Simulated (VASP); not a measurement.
A run of VASP 6.6.1:

INCAR

```
PREC     = Accurate       # precision mode
ENCUT    = 820            # plane-wave cutoff, eV
EDIFF    = 1E-6           # SCF threshold, eV
ISMEAR   = 0              # smearing method
SIGMA    = 0.1            # smearing width, eV
LREAL    = F              # projectors in reciprocal space
LASPH    = T              # aspherical terms in the spheres
NELM     = 200            # most SCF steps
ALGO     = Normal         # electronic algorithm
ISIF     = 2              # what is computed and relaxed
LWAVE    = F              # write WAVECAR
LCHARG   = F              # write CHGCAR
ISPIN    = 2              # spin polarisation
MAGMOM   = 1 1 0 0        # initial moments
LORBIT   = 11             # projections on sites
LMAXMIX  = 4              # l up to which the mixer works
GGA      = PS             # functional
NBANDS   = 37             # bands
GGA_COMPAT= F
```

The input KPOINTS:

```
Automatic mesh
0
Gamma
  6 6 4
```

Contents of POSCAR:

```
CuO
1.0
    1.9909680000     -2.1535500000      0.0000000000
    1.9909680000      2.1535500000      0.0000000000
    0.0000000000      0.0000000000      5.1559280000
Cu O
2 2
Direct
    0.0000000000      0.5000000000      0.0000000000
    0.5000000000      0.0000000000      0.5000000000
    0.5000000000      0.5000000000      0.2500000000
    0.5000000000      0.5000000000      0.7500000000
```

Potentials or basis: VASP PAW PBE potentials, release 64 (Cu_sv_GW, O).

The run is started by

```bash
$ cat potpaw_PBE.64/Cu_sv_GW/POTCAR potpaw_PBE.64/O/POTCAR > POTCAR
$ mpirun -np 1 vasp_std > vasp.out
```

Hardware: 1 thread of Intel(R) Xeon(R) Platinum 8259CL CPU @ 2.50GHz (Skylake/Cascade Lake) (shared host).

Question: Estimate the wall time of this run.

Answer: Wall time 4.5 min on 1 thread of Intel(R) Xeon(R) Platinum 8259CL CPU @ 2.50GHz (Skylake/Cascade Lake) (shared host), peak memory 0.35 GiB. Counts: scf iterations 14, k points 39.
